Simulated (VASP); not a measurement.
# Ni2H (P-3m1) in VASP: relaxation of cell and atoms with LDA

Aim: the relaxation of cell and atoms of Ni2H with LDA.

All numbers are computed with VASP 6.6.1; they aren't measurements. Logs are shortened: lines on timing, memory, paths and dates and some standing lists are left out, and cuts for length are marked.

## Step 1: The cell of the first run

Symmetry: P-3m1, No. 164, trigonal system. The conventional cell has a = 2.486 Å, b = 2.486 Å, c = 4.118 Å, α = 90.00°, β = 90.00°, γ = 120.00°. Ni (site symmetry 3m) has 3 H at 1.79 Å and 12 Ni at 2.45 to 2.58 Å within 2.6 Å. H (site symmetry -3m) has 6 Ni at 1.79 Å and 6 H at 2.49 Å within 2.5 Å.

## Step 2: Relaxation of cell and atoms, LDA

File INCAR:

```
PREC     = Accurate       # precision mode
ENCUT    = 600            # plane-wave cutoff, eV
EDIFF    = 1E-7           # SCF threshold, eV
ISMEAR   = -1             # smearing method
SIGMA    = 0.15           # smearing width, eV
LREAL    = F              # projectors in reciprocal space
LASPH    = T              # aspherical terms in the spheres
NELM     = 80             # most SCF steps
ALGO     = Fast           # electronic algorithm
ISIF     = 3              # what is computed and relaxed
LWAVE    = F              # write WAVECAR
LCHARG   = F              # write CHGCAR
IBRION   = 2              # ionic algorithm
NSW      = 80             # ionic steps
EDIFFG   = -0.001         # ionic threshold
```

File KPOINTS:

```
Automatic mesh
0
Gamma
  18 18 10
```

File POSCAR:

```
Ni2H
1.0
    2.4861727324      0.0000000000      0.0000000000
   -1.2430863662      2.1530887445      0.0000000000
    0.0000000000      0.0000000000      4.1183751139
Ni H
2 1
Direct
    0.6666666667      0.3333333333      0.7684431609
    0.3333333333      0.6666666667      0.2875568391
    0.0000000000      0.0000000000      0.0280000000
```

Potentials or basis: VASP PAW LDA potentials, release 64 (Ni, H).

Command:

```sh
> cat potpaw_LDA.64/Ni/POTCAR potpaw_LDA.64/H/POTCAR > POTCAR
> mpirun -np 1 vasp_std > vasp.out
```

OUTCAR:

```text
PREC = Accurate
   ENCUT = 600
   EDIFF = 1E-7
   ISMEAR = -1
   LREAL = F
   LASPH = T
   NELM = 80
   ISIF = 3
   IBRION = 2
   NSW = 80
   EDIFFG = -0.001

 ion  position               nearest neighbor table
   1  0.667  0.333  0.768-   3 1.79   3 1.79   3 1.79   2 2.45   2 2.45   2 2.45   2 2.58   2 2.58
                             2 2.58
   2  0.333  0.667  0.288-   3 1.79   3 1.79   3 1.79   1 2.45   1 2.45   1 2.45   1 2.58   1 2.58
                             1 2.58
   3  0.000  0.000  0.028-   1 1.79   2 1.79   1 1.79   2 1.79   1 1.79   2 1.79

  LATTYP: Found a hexagonal cell.
 ALAT       =     2.4861727324
 C/A-ratio  =     1.6565120598

  Lattice vectors:

 A1 = (   2.4861727324,   0.0000000000,   0.0000000000)
 A2 = (  -1.2430863662,   2.1530887445,   0.0000000000)
 A3 = (   0.0000000000,   0.0000000000,   4.1183751139)

Analysis of symmetry for initial positions (statically):
=====================================================================
 Subroutine PRICEL returns:
 Original cell was already a primitive cell.

 Routine SETGRP: Setting up the symmetry group for a
 hexagonal supercell.

 Subroutine GETGRP returns: Found 12 space group operations
 (whereof  6 operations were pure point group operations)
 out of a pool of 24 trial point group operations.

The static configuration has the point symmetry C_3v.
 The point group associated with its full space group is D_3d.

Analysis of symmetry for dynamics (positions and initial velocities):
=====================================================================
 Subroutine PRICEL returns:
 Original cell was already a primitive cell.

 Routine SETGRP: Setting up the symmetry group for a
 hexagonal supercell.

 Subroutine GETGRP returns: Found 12 space group operations
 (whereof  6 operations were pure point group operations)
 out of a pool of 24 trial point group operations.

The dynamic configuration has the point symmetry C_3v.
 The point group associated with its full space group is D_3d.

 Subroutine INISYM returns: Found 12 space group operations
 (whereof  6 operations are pure point group operations),
 and found     1 'primitive' translations

----------------------------------------------------------------------------------------

                                     Primitive cell

  volume of cell :      22.0455

  direct lattice vectors                    reciprocal lattice vectors
     2.486172732  0.000000000  0.000000000     0.402224667  0.232224520  0.000000000
    -1.243086366  2.153088745  0.000000000     0.000000000  0.464449040  0.000000000
     0.000000000  0.000000000  4.118375114     0.000000000  0.000000000  0.242814210

  length of vectors
     2.486172732  2.486172732  4.118375114     0.464449040  0.464449040  0.242814210

  position of ions in fractional coordinates (direct lattice)
     0.666666667  0.333333333  0.768443161
     0.333333333  0.666666667  0.287556839
     0.000000000  0.000000000  0.028000000

  ion indices of the primitive-cell ions
   primitive index   ion index
                 1           1
                 2           2
                 3           3

----------------------------------------------------------------------------------------

 KPOINTS: Automatic mesh

Automatic generation of k-mesh.
 Grid dimensions read from file:
 generate k-points for:   18   18   10

 Generating k-lattice:

  Cartesian coordinates                     Fractional coordinates (reciprocal lattice)
     0.022345815  0.012901362  0.000000000     0.055555556 -0.000000000  0.000000000
     0.000000000  0.025802724  0.000000000     0.000000000  0.055555556  0.000000000
     0.000000000  0.000000000  0.024281421     0.000000000  0.000000000  0.100000000

  Length of vectors
     0.025802724  0.025802724  0.024281421

  Shift w.r.t. Gamma in fractional coordinates (k-lattice)
     0.000000000  0.000000000  0.000000000

 Subroutine IBZKPT returns following result:
 ===========================================

 Found    330 irreducible k-points:

 Following reciprocal coordinates:
            Coordinates               Weight
  0.000000  0.000000  0.000000      1.000000
  0.055556 -0.000000  0.000000      6.000000
  0.111111 -0.000000  0.000000      6.000000
  0.166667  0.000000  0.000000      6.000000
  0.222222  0.000000  0.000000      6.000000
  0.277778  0.000000  0.000000      6.000000
[... 16 lines left out ...]
  0.333333  0.111111  0.000000     12.000000
  0.388889  0.111111  0.000000     12.000000
 [... further k-points ...]
   k-points           NKPTS =    330   k-points in BZ     NKDIM =    330   number of bands    NBANDS=     14
   number of dos      NEDOS =    301   number of ions     NIONS =      3
   total plane-waves  NPLWV =  14400
   dimension x,y,z NGX =    20 NGY =   20 NGZ =   36
   dimension x,y,z NGXF=    40 NGYF=   40 NGZF=   72
   ions per type =               2   1
   NGX,Y,Z   is equivalent  to a cutoff of  13.37, 13.37, 14.53 a.u.
   NGXF,Y,Z  is equivalent  to a cutoff of  26.75, 26.75, 29.06 a.u.
 SYSTEM =  unknown system
   PREC   = accura    normal or accurate (medium, high low for compatibility)
   ISTART =      0    job   : 0-new  1-cont  2-samecut
   ICHARG =      2    charge: 1-file 2-atom 10-const
   ISPIN  =      1    spin polarized calculation?
   LNONCOLLINEAR =      F non collinear calculations
   LSORBIT =      F    spin-orbit coupling
   LASPH  =      T    aspherical Exc in radial PAW
   ENCUT  =  600.0 eV  44.10 Ry    6.64 a.u.   4.97  4.97  8.23*2*pi/ulx,y,z
   NELM   =     80;   NELMIN=  2; NELMDL= -5     # of ELM steps
   EDIFF  = 0.1E-06   stopping-criterion for ELM
   LREAL  =      F    real-space projection
   EDIFFG = -.1E-02   stopping-criterion for IOM
   NSW    =     80    number of steps for IOM
   IBRION =      2    ionic relax: 0-MD 1-quasi-New 2-CG
   NFREE  =      1    steps in history (QN), initial steepest desc. (CG)
   ISIF   =      3    stress and relaxation
   ISYM   =      2    0-nonsym 1-usesym 2-fastsym
   POTIM  = 0.5000    time-step for ionic-motion
   TEBEG  =    0.0;   TEEND  =   0.0 temperature during run
   PSTRESS=    0.0 pullay stress
   NELECT =      21.0000    total number of electrons
   NUPDOWN=      -1.0000    fix difference up-down
   EMIN   =  10.00;   EMAX   =-10.00  energy-range for DOS
   EFERMI =   0.00;   METHOD = LEGACY
   ISMEAR =    -1;   SIGMA  =   0.15  broadening in eV -4-tet -1-fermi 0-gaus
   EFERMI_NEDOS =   21; number of points for ismear=-14 and -15
   IALGO  =     68    algorithm
   IMIX   =      4    mixing-type and parameters
     AMIX     =   0.40;   BMIX     =  1.00
     AMIX_MAG =   1.60;   BMIX_MAG =  1.00
  volume/ion in A,a.u.               =       7.35        49.59
  Fermi-wavevector in a.u.,A,eV,Ry     =   1.610800  3.043970 35.302708  2.594676
  Thomas-Fermi vector in A             =   2.706292
   LORBIT       =      0    0 simple, 1 ext, 2 COOP (PROOUT), +10 PAW based schemes
   GGA     = CA    functional components
   LHFCALC =     F    Hartree Fock is set to
   AEXX    =    0.0000 exact exchange contribution
   IVDW    =     0    specifies the selected vdW correction
   LEPSILON=     F    determine dielectric tensor
   LRPA    =     F    only Hartree local field effects (RPA)
 conjugate gradient relaxation of ions
 non-spin polarized calculation
 RMM-DIIS sequential band-by-band and
  energy-cutoff  :      600.00
  volume of cell :       22.05
 maximum number of plane-waves:       762
   NGX =  9   NGY =  9   NGZ = 17

--------------------------------------- Ionic step        1  -------------------------------------------

 number of electron      20.9999992 magnetization

 Free energy of the ion-electron system (eV)
  ---------------------------------------------------
  ext. energy  EPLUGINS =         0.00000000
  ---------------------------------------------------
  free energy    TOTEN  =       -17.03608588 eV

  energy without entropy =      -16.80831972  energy(sigma->0) =      -16.92220280

------------------------ aborting loop because EDIFF is reached ----------------------------------------

  FORCE on cell =-STRESS in cart. coord.  units (eV):
  Direction    XX          YY          ZZ          XY          YZ          ZX
  --------------------------------------------------------------------------------------
  -------------------------------------------------------------------------------------
  Total        0.1568077      0.1568077      0.0684822     -0.0000000      0.0000000      0.0000000
  in kB       11.3961647     11.3961647      4.9770155     -0.0000000      0.0000000      0.0000000
  external PRESSURE =       9.2564483 kB  Pullay stress =       0.0000000 kB
[... 92 lines left out ...]
  FREE ENERGIE OF THE ION-ELECTRON SYSTEM (eV)
  ---------------------------------------------------
  free  energy   TOTEN  =       -17.0364048871 eV

  energy  without entropy=      -16.8075185132  energy(sigma->0) =      -16.92196170

[... ionic steps 4 to 13 ...]

--------------------------------------- Ionic step       14  -------------------------------------------

 number of electron      20.9999993 magnetization

------------------------ aborting loop because EDIFF is reached ----------------------------------------

  FORCE on cell =-STRESS in cart. coord.  units (eV):
  Direction    XX          YY          ZZ          XY          YZ          ZX
  --------------------------------------------------------------------------------------
  -------------------------------------------------------------------------------------
  Total        0.0035125      0.0035125      0.0042185     -0.0000000     -0.0000000      0.0000000
  in kB        0.2542465      0.2542465      0.3053450     -0.0000000     -0.0000000      0.0000000
  external PRESSURE =       0.2712794 kB  Pullay stress =       0.0000000 kB
[... 59 lines left out ...]
  energy  without entropy=      -16.8074145126  energy(sigma->0) =      -16.92192521

--------------------------------------- Ionic step       16  -------------------------------------------

 number of electron      20.9999993 magnetization

 Free energy of the ion-electron system (eV)
  ---------------------------------------------------
  ext. energy  EPLUGINS =         0.00000000
  ---------------------------------------------------
  free energy    TOTEN  =       -17.03643593 eV

  energy without entropy =      -16.80741424  energy(sigma->0) =      -16.92192509

 E-fermi :   9.8125     XC(G=0): -13.9295

 val. band max:        9.8106577489   @ k =   0.0000   0.1111   0.2000
 cond. band min:       9.8246733888   @ k =   0.4444   0.0000   0.2000
 fundamental gap:      0.0140156399
 Fermi energy:         9.8124658909

 k-point     1 :       0.0000    0.0000    0.0000
  band No.  band energies     occupation
      1      -1.9524      2.00000
      2       4.8014      2.00000
      3       6.7180      2.00000
      4       7.6762      2.00000
      5       7.6762      2.00000
      6       7.7167      2.00000
      7       7.9707      1.99999
      8       7.9707      1.99999
      9       8.4461      1.99978
     10       8.4461      1.99978
     11       9.3563      1.90881
     12       9.3563      1.90881
     13      14.6882      0.00000
     14      25.3822      0.00000
[... 375 lines left out ...]
 k-point    24 :       0.3889    0.1111    0.0000
  band No.  band energies     occupation
      1       2.2860      2.00000
      2       5.3382      2.00000
      3       5.8340      2.00000
      4       6.6819      2.00000
      5       7.4044      2.00000
      6       7.5462      2.00000
      7       7.9700      1.99999
      8       9.3378      1.91893
      9       9.4960      1.78373
     10       9.5288      1.73783
     11      10.3673      0.04832
     12      13.2539      0.00000
     13      16.9243      0.00000
     14      17.8060      0.00000

 [... further k-points ...]
[... 5 lines left out ...]
  --------------------------------------------------------------------------------------
  -------------------------------------------------------------------------------------
  Total       -0.0001197     -0.0001197      0.0008903     -0.0000000     -0.0000000      0.0000000
  in kB       -0.0086642     -0.0086642      0.0644404     -0.0000000     -0.0000000      0.0000000
  external PRESSURE =       0.0157040 kB  Pullay stress =       0.0000000 kB
[... 18 lines left out ...]
  FREE ENERGIE OF THE ION-ELECTRON SYSTEM (eV)
  ---------------------------------------------------
  free  energy   TOTEN  =       -17.0364359348 eV

  energy  without entropy=      -16.8074142425  energy(sigma->0) =      -16.92192509

 reached required accuracy - stopping structural energy minimisation
```

Wall time 11 min (1 thread of Oxide Virtual Turin-like, shared host); peak memory 0.21 GiB.

What came out:

```yaml
Free_energy: -17.0364 eV
Relaxed_volume: 7.38 Å³/atom
Relaxed_cell: a = 2.492 Å, b = 2.492 Å, c = 4.116 Å, α = 90.00°, β = 90.00°, γ = 120.00°
Space_group_after_relaxing_to_0.1_Å: P-3m1 (No. 164)
Energy_gained_by_relaxing: 0.1 meV/atom
Ionic_steps: 16
Pressure_after_relaxing: 0.0 GPa
Band_gap_on_the_k_mesh: zero (an odd number of electrons rules out a gap without spin polarisation)
```

The path:
```csv
step,energy change (eV),largest force (eV/Å),pressure (GPa),volume (Å³)
1,0.0000,0.0211,0.93,22.05
2,-0.0002,0.0079,-0.48,22.18
3,-0.0003,0.0024,-0.17,22.14
4,-0.0003,0.0035,-0.07,22.13
5,-0.0003,0.0045,0.19,22.13
6,-0.0003,0.0061,0.01,22.12
7,-0.0003,0.0110,0.22,22.12
8,-0.0003,0.0061,0.15,22.12
9,-0.0003,0.0070,-0.08,22.14
10,-0.0003,0.0076,0.10,22.13
11,-0.0003,0.0071,0.02,22.13
12,-0.0003,0.0003,0.03,22.14
13,-0.0003,0.0008,-0.11,22.14
14,-0.0004,0.0023,0.03,22.13
15,-0.0004,0.0001,-0.02,22.14
16,-0.0004,0.0008,0.00,22.14
```

Final structure:
```cif
data_structure
_symmetry_space_group_name_H-M 'P 1'
_symmetry_Int_Tables_number 1
_cell_length_a 2.4918
_cell_length_b 2.4918
_cell_length_c 4.1165
_cell_angle_alpha 90.000
_cell_angle_beta 90.000
_cell_angle_gamma 120.000
_cell_volume 22.14
loop_
_atom_site_label
_atom_site_type_symbol
_atom_site_fract_x
_atom_site_fract_y
_atom_site_fract_z
_atom_site_occupancy
Ni1 Ni 0.66667 0.33333 0.76832 1
Ni2 Ni 0.33333 0.66667 0.28768 1
H1 H 0.00000 0.00000 0.02800 1
```

Levels at points of the mesh, in eV from the Fermi level:
```csv
k point,band 9,band 10,band 11,band 12,band 13,band 14
"(0.00, 0.00, 0.00)",-1.37,-1.37,-0.46,-0.46,4.88,15.57
"(0.50, 0.00, 0.00)",-0.25,-0.13,0.61,2.67,7.68,8.00
"(0.00, 0.00, 0.50)",-0.74,-0.74,-0.69,-0.69,11.20,12.03
"(0.50, 0.00, 0.50)",-0.19,-0.18,0.32,0.57,5.74,5.75
```

Spin polarisation is off, so any magnetic state and its effect on volume and gap are missing.
